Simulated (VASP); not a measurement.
Input of a VASP 6.6.1 run:

The input POSCAR:

```
In3GaAs4
1.0
   -2.9997818528      2.9997818528      5.9904544933
    2.9997818528     -2.9997818528      5.9904544933
    2.9997818528      2.9997818528     -5.9904544933
Ga As In
1 4 3
Direct
    0.0000000000      0.0000000000      0.0000000000
    0.3570080121      0.3570080121      0.4741751735
    0.1171671614      0.6429919879      0.0000000000
    0.8828328386      0.8828328386      0.5258248265
    0.6429919879      0.1171671614      0.0000000000
    0.7500000000      0.2500000000      0.5000000000
    0.5000000000      0.5000000000      0.0000000000
    0.2500000000      0.7500000000      0.5000000000
```

Contents of INCAR.step1:

```
SYSTEM = In3GaAs4
PREC = Accurate ; ENCUT = 520
ISMEAR = -1 ; SIGMA = 0.02
LREAL = .FALSE. ; LASPH = .TRUE.
NELM = 100 ; NBANDS = 46
GGA = PE ; ALGO = Normal
EDIFF = 1E-4 ; LWAVE = .TRUE.
LCHARG = .FALSE.
```

The input INCAR.step2:

```
SYSTEM = In3GaAs4
PREC = Accurate ; ENCUT = 520
EDIFF = 1E-7 ; ISMEAR = -1
SIGMA = 0.02 ; LREAL = .FALSE.
LASPH = .TRUE. ; NELM = 100
ALGO = Normal ; ISIF = 2
LWAVE = .FALSE. ; LCHARG = .FALSE.
METAGGA = R2SCAN ; LMIXTAU = .TRUE.
NBANDS = 46 ; ISTART = 1
```

KPOINTS

```
regular mesh
0
G
  6 6 6
  0 0 0
```

Potentials or basis: VASP PAW PBE potentials, release 64 (Ga_d, As, In_d).

Command:

```console
$ cat potpaw_PBE.64/Ga_d/POTCAR potpaw_PBE.64/As/POTCAR potpaw_PBE.64/In_d/POTCAR > POTCAR
$ cp INCAR.step1 INCAR
$ mpirun -np 1 vasp_std > vasp.out
$ cp INCAR.step2 INCAR
$ mpirun -np 1 vasp_std > vasp.out
```

Task: Predict the band gap on the k mesh.

Result: 0.22 eV.

Task: Predict the pressure.

Result: 0.0 GPa.

Forces in eV/Å, atoms in the order of the input:
```
Ga   0.000  0.000  0.000
As   0.002  0.002  0.000
As  -0.002  0.002  0.000
As  -0.002 -0.002  0.000
As   0.002 -0.002  0.000
In   0.000  0.000  0.000
In   0.000  0.000  0.000
In   0.000  0.000  0.000
```

Caveat: semilocal functionals underestimate gaps, and a narrow one can read as zero; the PAW data sets were made with another functional, which shifts forces and pressure a little; spin-orbit coupling is left out, which moves the levels of the heavy elements.
